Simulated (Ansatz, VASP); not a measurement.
**One calculation of PbS, two programs**

The input POSCAR:

```
PbS
1.0
    0.0000000000      2.9872321667      2.9872321667
    2.9872321667      0.0000000000      2.9872321667
    2.9872321667      2.9872321667      0.0000000000
Pb S
1 1
Direct
    0.0000000000      0.0000000000      0.0000000000
    0.5000000000      0.5000000000      0.5000000000
```

The input INCAR.step1:

```
SYSTEM = PbS
PREC = Accurate
ENCUT = 520
ISMEAR = 0
SIGMA = 0.01
LREAL = .FALSE.
LASPH = .TRUE.
NELM = 80
NBANDS = 17
GGA = PE
ALGO = Normal
EDIFF = 1E-4
LWAVE = .TRUE.
LCHARG = .FALSE.
```

Contents of INCAR.step2:

```
SYSTEM = PbS
PREC = Accurate
ENCUT = 520
EDIFF = 1E-6
ISMEAR = 0
SIGMA = 0.01
LREAL = .FALSE.
LASPH = .TRUE.
NELM = 80
ALGO = Normal
ISIF = 2
LWAVE = .FALSE.
LCHARG = .TRUE.
METAGGA = R2SCAN
LMIXTAU = .TRUE.
LELF = .TRUE.
LVHAR = .TRUE.
NBANDS = 17
ISTART = 1
```

File KPOINTS:

```
regular mesh
0
G
  8 8 8
  0 0 0
```

Input for Ansatz:

```yaml
crystal:
  lattice:
    - [0.0, 2.9872321667, 2.9872321667]
    - [2.9872321667, 0.0, 2.9872321667]
    - [2.9872321667, 2.9872321667, 0.0]
  atoms:
    - { symbol: Pb, position: [0.0, 0.0, 0.0] }
    - { symbol: S, position: [0.5, 0.5, 0.5] }
kpoints:
  mp_grid: { grid: [8, 8, 8] }
  band_path:
    path:
      - [0.0, 0.0, 0.0]
      - [0.5, 0.0, 0.5]
      - [0.625, 0.25, 0.625]
      - [0.375, 0.375, 0.75]
      - [0.5, 0.5, 0.5]
      - [0.5, 0.25, 0.75]
      - [0.0, 0.0, 0.5]
    npoints: 1
hamiltonian:
  xc: r2scan
scf:
  occupations: { method: fixed }
  n_extra_bands: 4
output:
  forces: true
  stress: true
  eigenvalues: true
```

Alike in both runs: task single point; functional r2SCAN; k mesh 8 × 8 × 8; no spin polarisation.

```csv
,VASP,Ansatz
version,VASP 6.6.1,Ansatz 0.2.0
potentials or method,"VASP PAW PBE potentials, release 64 (Pb_d, S)","plane waves, PAW"
plane-wave cutoff (eV),520,500
occupations,"gaussian, width 0.01 eV",fixed
valence electrons in the cell,20,20
```

VASP gave:

```
gap on the k mesh at the Fermi level (eV) : 0.70
pressure (GPa)                            : 0.0
```

Question: What did Ansatz give for the same quantities?

Answer: gap on the k mesh at the Fermi level (eV): 0.69; pressure (GPa): 0.0.

VASP's potentials were made for PBE, not for r2SCAN.

Neither program's run includes spin-orbit coupling.
